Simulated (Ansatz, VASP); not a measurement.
Two plane-wave programs on BaTiO3

Contents of INCAR:

```
PREC     = Accurate       # precision mode
ENCUT    = 520            # plane-wave cutoff, eV
EDIFF    = 1E-8           # SCF threshold, eV
ISMEAR   = -1             # smearing method
SIGMA    = 0.08           # smearing width, eV
LREAL    = False          # projectors in reciprocal space
LASPH    = True           # aspherical terms in the spheres
NELM     = 60             # most SCF steps
ALGO     = Normal         # electronic algorithm
ISIF     = 2              # what is computed and relaxed
LWAVE    = False          # write WAVECAR
LCHARG   = False          # write CHGCAR
GGA      = PS             # functional
LEFG     = True         
NBANDS   = 28             # bands
```

The input KPOINTS:

```
regular mesh
0
Gamma
  7 7 7
```

POSCAR

```
BaTiO3
1.0
    3.9457420220      0.0000000000      0.0000000000
    0.0000000000      3.9457420220      0.0000000000
    0.0000000000      0.0000000000      3.9636960459
Ba Ti O
1 1 3
Direct
    0.0000000000      0.0000000000      0.0000000000
    0.5000000000      0.5000000000      0.4820000000
    0.5000000000      0.5000000000      0.0160000000
    0.5000000000      0.0000000000      0.5150000000
    0.0000000000      0.5000000000      0.5150000000
```

Input for Ansatz:

```yaml
crystal:
  lattice:
    - [3.945742022, 0.0, 0.0]
    - [0.0, 3.945742022, 0.0]
    - [0.0, 0.0, 3.9636960459]
  atoms:
    - { symbol: Ba, position: [0.0, 0.0, 0.0] }
    - { symbol: Ti, position: [0.5, 0.5, 0.482] }
    - { symbol: O, position: [0.5, 0.5, 0.016] }
    - { symbol: O, position: [0.5, 0.0, 0.515] }
    - { symbol: O, position: [0.0, 0.5, 0.515] }
kpoints:
  mp_grid: { grid: [7, 7, 7] }
scf:
  occupations: { method: fermi_dirac, width: 0.08 }
hamiltonian:
  xc: pbesol
  pseudopotentials: { kind: paw }
output:
  forces: true
  stress: true
  eigenvalues: true
  efg: { contact_densities: true }
```

Change from the starting cell: volume scaled by 0.96, PAW files.

Alike in both runs: task electric field gradients; functional PBEsol; k mesh 7 × 7 × 7; occupations fermi-dirac, width 0.08 eV; no spin polarisation.

```csv
,VASP,Ansatz
version,VASP 6.6.1,Ansatz 0.2.0
potentials or method,"VASP PAW PBE potentials, release 64 (Ba_sv, Ti_sv, O)","PAW with Ansatz's default frozen-core files, scalar-relativistic"
plane-wave cutoff (eV),520,420
valence electrons in the cell,40,40
```

|  | VASP | Ansatz | Ansatz less VASP |
| --- | --- | --- | --- |
| pressure (GPa) | 5.7 | 3.6 | -2.12 |
| traceless stress, the component that is largest in VASP (GPa) | 1.26 | 1.19 | -0.070 |
| rms of the force components (eV/Å) | 0.094 | 0.087 | -0.0077 |
| size of Vzz on the site where it differs most (V/Å²) | 10.7 | 11.9 | +1.20 |

VASP's potentials were made for PBE, not for PBEsol. Atom by atom the forces differ by 0.019 eV/Å (rms over components).

Spin-orbit coupling is off throughout.
